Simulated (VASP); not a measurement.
A run of VASP 6.6.1:

Contents of POSCAR:

```
YZn
1.0
    0.0000000000      2.9629870000      2.9629870000
    2.9629870000      0.0000000000      2.9629870000
    2.9629870000      2.9629870000      0.0000000000
Y Zn
1 1
Direct
    0.0000000000      0.0000000000      0.0000000000
    0.5000000000      0.5000000000      0.5000000000
```

The input INCAR.step1:

```
ALGO = Normal
EDIFF = 1E-4
ENCUT = 520
GGA = PE
ISMEAR = 0
LASPH = T
LCHARG = F
LREAL = F
LWAVE = T
NBANDS = 18
NELM = 80
PREC = Accurate
SIGMA = 0.1
```

The input INCAR.step2:

```
ALGO = Normal
EDIFF = 1E-6
ENCUT = 520
ISIF = 2
ISMEAR = 0
ISTART = 1
LASPH = T
LCHARG = T
LELF = T
LMIXTAU = T
LREAL = F
LVHAR = T
LWAVE = F
METAGGA = R2SCAN
NBANDS = 18
NELM = 80
PREC = Accurate
SIGMA = 0.1
```

File KPOINTS:

```
k-points
0
Gamma
  7 7 7
```

Potentials or basis: VASP PAW PBE potentials, release 64 (Y_sv, Zn).

Launch:

```bash
$ cat potpaw_PBE.64/Y_sv/POTCAR potpaw_PBE.64/Zn/POTCAR > POTCAR
$ cp INCAR.step1 INCAR
$ mpirun -np 1 vasp_std > vasp.out
$ cp INCAR.step2 INCAR
$ mpirun -np 1 vasp_std > vasp.out
```

Hardware: 1 thread of AMD EPYC 7R43 64-Core Processor (Zen 3), on a shared host.

How long does it take, and how much memory?

It took 3.3 min on 1 thread of AMD EPYC 7R43 64-Core Processor (Zen 3), on a shared host, peak memory 0.17 GiB. Counts: k points 20.
